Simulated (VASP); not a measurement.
## Ca: single point with r2SCAN

Crystal: Ca.

```
CELL_PARAMETERS angstrom
-2.23757 2.23757 2.22763
2.23757 -2.23757 2.22763
2.23757 2.23757 -2.22763
ATOMIC_POSITIONS crystal
Ca 0.50000 0.50000 0.00000
```

This cell differs from its parent crystal: volume scaled by 1.03, then relaxed in part.

- Program: VASP 6.6.1
- Task: single point
- Functional: r2SCAN
- Potentials or basis: VASP PAW PBE potentials, release 64 (Ca_sv)
- Cutoff: 520 eV
- k mesh: 14 × 14 × 14
- Occupations: gaussian, width 0.1 eV
- Spin: no spin polarisation
- Dipole correction: no
- Further INCAR settings: ALGO = Normal; EDIFF = 1e-06; NBANDS = 11

```json
{
 "Pressure": "-0.5 GPa",
 "Band gap on the k mesh": "zero (band 5 reaches 2.07 eV, above the bottom of band 6 at 1.64 eV)"
}
```

Levels at points of the mesh, in eV from the Fermi level:
```csv
k point,band 2,band 3,band 4,band 5,band 6,band 7,band 8,band 9
"(0.00, 0.00, 0.00)",-24.00,-24.00,-24.00,-4.23,2.57,2.59,2.59,3.61
"(0.50, 0.00, 0.00)",-24.12,-24.04,-24.00,-0.83,-0.17,1.58,3.54,3.90
"(0.50, 0.50, 0.00)",-24.12,-24.04,-24.00,-0.84,-0.19,1.61,3.51,3.89
"(0.50, 0.50, 0.50)",-24.09,-24.09,-24.09,0.19,0.20,3.93,3.93,4.01
```

It took 3.6 min on 1 thread of Intel(R) Xeon(R) 6975P-C (Granite Rapids), on a shared host, peak memory 0.25 GiB.

Caveat: the PAW data sets were made with another functional, which shifts forces and pressure a little.
